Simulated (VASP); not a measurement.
# CdS (P3m1) in VASP: single point with LDA

Aim: the single point of CdS with LDA.

Program: VASP 6.6.1. These are calculated values, not measurements. Logs are shortened: lines on timing, memory, paths and dates and some standing lists are left out, and cuts for length are marked.

**1. The cell of the first run**

The structure is trigonal, space group P3m1 (No. 156). Conventional cell: a = 4.261 Å, b = 4.261 Å, c = 5.804 Å, α = 90.00°, β = 90.00°, γ = 120.00°. Within 3.2 Å of Cd (site symmetry 3m) lie 3 S at 2.46 Å. Within 3.2 Å of S (site symmetry 3m) lie 3 Cd at 2.46 Å.

**2. Single point, LDA**

INCAR

```
SYSTEM = CdS
PREC = Accurate
ENCUT = 630
EDIFF = 1E-6
ISMEAR = 0
SIGMA = 0.1
LREAL = .FALSE.
LASPH = .TRUE.
NELM = 120
ALGO = Normal
ISIF = 2
LWAVE = .FALSE.
LCHARG = .FALSE.
NBANDS = 20
GGA_COMPAT = .FALSE.
```

KPOINTS

```
Automatic mesh
0
G
  6 6 4
  0 0 0
```

POSCAR

```
CdS
1.0
    4.2611695877      0.0000000000      0.0000000000
   -2.1305847939      3.6902811128      0.0000000000
    0.0000000000      0.0000000000      5.8041729400
Cd S
1 1
Direct
    0.0000000000      0.0000000000      0.4426919200
    0.6666666700      0.3333333300      0.4343080800
```

Potentials or basis: VASP PAW LDA potentials, release 64 (Cd_sv_GW, S).

Started as:

```sh
$ cat potpaw_LDA.64/Cd_sv_GW/POTCAR potpaw_LDA.64/S/POTCAR > POTCAR
$ mpirun -np 1 vasp_std > vasp.out
```

OUTCAR:

```text
SYSTEM = CdS
   PREC = Accurate
   ENCUT = 630
   EDIFF = 1E-6
   ISMEAR = 0
   LREAL = .FALSE.
   LASPH = .TRUE.
   NELM = 120
   ISIF = 2

 ion  position               nearest neighbor table
   1  0.000  0.000  0.443-   2 2.46   2 2.46   2 2.46
   2  0.667  0.333  0.434-   1 2.46   1 2.46   1 2.46

  LATTYP: Found a hexagonal cell.
 ALAT       =     4.2611695877
 C/A-ratio  =     1.3621079426

  Lattice vectors:

 A1 = (   4.2611695877,   0.0000000000,   0.0000000000)
 A2 = (  -2.1305847939,   3.6902811128,   0.0000000000)
 A3 = (   0.0000000000,   0.0000000000,   5.8041729400)

Analysis of symmetry for initial positions (statically):
=====================================================================
 Subroutine PRICEL returns:
 Original cell was already a primitive cell.

 Routine SETGRP: Setting up the symmetry group for a
 hexagonal supercell.

 Subroutine GETGRP returns: Found  6 space group operations
 (whereof  6 operations were pure point group operations)
 out of a pool of 24 trial point group operations.

The static configuration has the point symmetry C_3v.

Analysis of symmetry for dynamics (positions and initial velocities):
=====================================================================
 Subroutine PRICEL returns:
 Original cell was already a primitive cell.

 Routine SETGRP: Setting up the symmetry group for a
 hexagonal supercell.

 Subroutine GETGRP returns: Found  6 space group operations
 (whereof  6 operations were pure point group operations)
 out of a pool of 24 trial point group operations.

The dynamic configuration has the point symmetry C_3v.

 Subroutine INISYM returns: Found  6 space group operations
 (whereof  6 operations are pure point group operations),
 and found     1 'primitive' translations

----------------------------------------------------------------------------------------

                                     Primitive cell

  volume of cell :      91.2701

  direct lattice vectors                    reciprocal lattice vectors
     4.261169588  0.000000000  0.000000000     0.234677353  0.135491033  0.000000000
    -2.130584794  3.690281113  0.000000000     0.000000000  0.270982066  0.000000000
     0.000000000  0.000000000  5.804172940     0.000000000  0.000000000  0.172289835

  length of vectors
     4.261169588  4.261169588  5.804172940     0.270982066  0.270982066  0.172289835

  position of ions in fractional coordinates (direct lattice)
     0.000000000  0.000000000  0.442691920
     0.666666670  0.333333330  0.434308080
[... 74 lines left out ...]
   ENCUT  =  630.0 eV  46.30 Ry    6.80 a.u.   8.72  8.72 11.88*2*pi/ulx,y,z
   NELM   =    120;   NELMIN=  2; NELMDL= -5     # of ELM steps
   EDIFF  = 0.1E-05   stopping-criterion for ELM
   LREAL  =      F    real-space projection
   EDIFFG = 0.1E-04   stopping-criterion for IOM
   NSW    =      0    number of steps for IOM
   IBRION =     -1    ionic relax: 0-MD 1-quasi-New 2-CG
   NFREE  =      0    steps in history (QN), initial steepest desc. (CG)
   ISIF   =      2    stress and relaxation
   ISYM   =      2    0-nonsym 1-usesym 2-fastsym
   POTIM  = 0.5000    time-step for ionic-motion
   TEBEG  =    0.0;   TEEND  =   0.0 temperature during run
   PSTRESS=    0.0 pullay stress
   NELECT =      26.0000    total number of electrons
   NUPDOWN=      -1.0000    fix difference up-down
   EMIN   =  10.00;   EMAX   =-10.00  energy-range for DOS
   EFERMI =   0.00;   METHOD = LEGACY
   ISMEAR =     0;   SIGMA  =   0.10  broadening in eV -4-tet -1-fermi 0-gaus
   EFERMI_NEDOS =   21; number of points for ismear=-14 and -15
   IALGO  =     38    algorithm
   IMIX   =      4    mixing-type and parameters
     AMIX     =   0.40;   BMIX     =  1.00
     AMIX_MAG =   1.60;   BMIX_MAG =  1.00
  volume/ion in A,a.u.               =      45.64       307.96
  Fermi-wavevector in a.u.,A,eV,Ry     =   1.077184  2.035582 15.787174  1.160325
  Thomas-Fermi vector in A             =   2.213088
   LORBIT       =      0    0 simple, 1 ext, 2 COOP (PROOUT), +10 PAW based schemes
   GGA     = CA    functional components
   LHFCALC =     F    Hartree Fock is set to
   AEXX    =    0.0000 exact exchange contribution
   IVDW    =     0    specifies the selected vdW correction
   LEPSILON=     F    determine dielectric tensor
   LRPA    =     F    only Hartree local field effects (RPA)
 non-spin polarized calculation
 Gauss-broadening in eV      SIGMA  =   0.10
  energy-cutoff  :      630.00
  volume of cell :       91.27
 maximum number of plane-waves:      3300
 NGX is ok and might be reduce to    36
   NGX = 17   NGY = 17   NGZ = 23

 number of electron      26.0000007 magnetization

 Free energy of the ion-electron system (eV)
  ---------------------------------------------------
  ext. energy  EPLUGINS =         0.00000000
  ---------------------------------------------------
  free energy    TOTEN  =        -6.63252538 eV

  energy without entropy =       -6.63252538  energy(sigma->0) =       -6.63252538

 E-fermi :  -1.0939     XC(G=0):  -6.6091

 val. band max:       -1.5478038611   @ k =   0.3333   0.3333   0.0000
 cond. band min:      -0.2757419503   @ k =   0.0000   0.0000   0.0000
 fundamental gap:      1.2720619108
 Fermi energy:        -1.0939185817

 k-point     1 :       0.0000    0.0000    0.0000
  band No.  band energies     occupation
      1    -102.2265      2.00000
      2     -63.6697      2.00000
      3     -63.5832      2.00000
      4     -63.5832      2.00000
      5     -13.1182      2.00000
      6      -9.2324      2.00000
[... 541 lines left out ...]
     19       7.7207      0.00000
     20       9.2260      0.00000

------------------------ aborting loop because EDIFF is reached ----------------------------------------

  FORCE on cell =-STRESS in cart. coord.  units (eV):
  Direction    XX          YY          ZZ          XY          YZ          ZX
  --------------------------------------------------------------------------------------
  -------------------------------------------------------------------------------------
  Total       -2.1001967     -2.1001967     -0.0998724      0.0000000      0.0000000      0.0000000
  in kB      -36.8673516    -36.8673517     -1.7531841      0.0000000      0.0000000      0.0000000
  external PRESSURE =     -25.1626291 kB  Pullay stress =       0.0000000 kB

 VOLUME and BASIS-vectors are now :
 -----------------------------------------------------------------------------
  energy-cutoff  :      630.00
  volume of cell :       91.27
      direct lattice vectors                 reciprocal lattice vectors
     4.261169588  0.000000000  0.000000000     0.234677353  0.135491033  0.000000000
    -2.130584794  3.690281113  0.000000000     0.000000000  0.270982066  0.000000000
     0.000000000  0.000000000  5.804172940     0.000000000  0.000000000  0.172289835

 POSITION                                       TOTAL-FORCE (eV/Angst)
 -----------------------------------------------------------------------------------
      0.00000      0.00000      2.56946        -0.000000     -0.000000     -0.025735
      2.13058      1.23009      2.52080         0.000000      0.000000      0.025735
 -----------------------------------------------------------------------------------
    total drift:                               -0.000008      0.000004      0.000110

  FREE ENERGIE OF THE ION-ELECTRON SYSTEM (eV)
  ---------------------------------------------------
  free  energy   TOTEN  =        -6.6325253801 eV

  energy  without entropy=       -6.6325253801  energy(sigma->0) =       -6.63252538
```

OSZICAR:

```text
N       E                     dE             d eps       ncg     rms          rms(c)
DAV:   1     0.385628160646E+03    0.38563E+03   -0.17036E+04  1152   0.148E+03
DAV:   2     0.421585142919E+02   -0.34347E+03   -0.30888E+03   968   0.544E+02
DAV:   3    -0.422982620000E+01   -0.46388E+02   -0.45770E+02  1360   0.209E+02
DAV:   4    -0.724857759738E+01   -0.30188E+01   -0.30143E+01  1328   0.623E+01
DAV:   5    -0.738615391663E+01   -0.13758E+00   -0.13756E+00  1484   0.122E+01    0.207E+01
DAV:   6    -0.668037189757E+01    0.70578E+00   -0.18885E+00  1664   0.218E+01    0.156E+01
DAV:   7    -0.665064798107E+01    0.29724E-01   -0.61911E-01  1508   0.704E+00    0.343E+00
DAV:   8    -0.663187523831E+01    0.18773E-01   -0.10308E-01  1492   0.207E+00    0.524E-01
DAV:   9    -0.663224374793E+01   -0.36851E-03   -0.54902E-03  1308   0.115E+00    0.166E-01
DAV:  10    -0.663237853028E+01   -0.13478E-03   -0.16550E-04  1328   0.120E-01    0.107E-01
DAV:  11    -0.663251616298E+01   -0.13763E-03   -0.83765E-05  1284   0.890E-02    0.328E-02
DAV:  12    -0.663251904329E+01   -0.28803E-05   -0.90421E-06  1456   0.553E-02    0.711E-03
DAV:  13    -0.663252530773E+01   -0.62644E-05   -0.35412E-06   908   0.112E-02    0.357E-03
DAV:  14    -0.663252538008E+01   -0.72352E-07   -0.13752E-07  1024   0.486E-03
   1 F= -.66325254E+01 E0= -.66325254E+01  d E =-.286949E-11
```

Wall time 33 s (1 thread of AMD EPYC 9R45 (Zen 5), shared host); peak memory 0.2 GiB.

Results:

```yaml
Free_energy: -6.6325 eV
Pressure: -2.5 GPa
Largest_force: 0.026 eV/Å
Band_gap_on_the_k_mesh: 1.27 eV (least direct gap 1.28 eV)
```

Forces on the atoms (eV/Å):
```
Cd   0.000  0.000 -0.026
S    0.000  0.000  0.026
```

Levels at points of the mesh, in eV from the valence-band top:
```tsv
k point	band 10	band 11	band 12	band 13	band 14	band 15	band 16	band 17
(0.00, 0.00, 0.00)	-6.92	-1.05	-0.01	-0.01	1.27	5.48	6.79	6.79
(0.50, 0.00, 0.00)	-6.78	-3.66	-1.33	-0.13	3.53	5.00	6.61	7.34
(0.00, 0.00, 0.50)	-6.91	-1.28	0.00	0.00	1.55	4.94	6.84	6.84
(0.50, 0.00, 0.50)	-6.78	-3.63	-1.32	-0.24	3.69	4.11	7.62	7.77
```
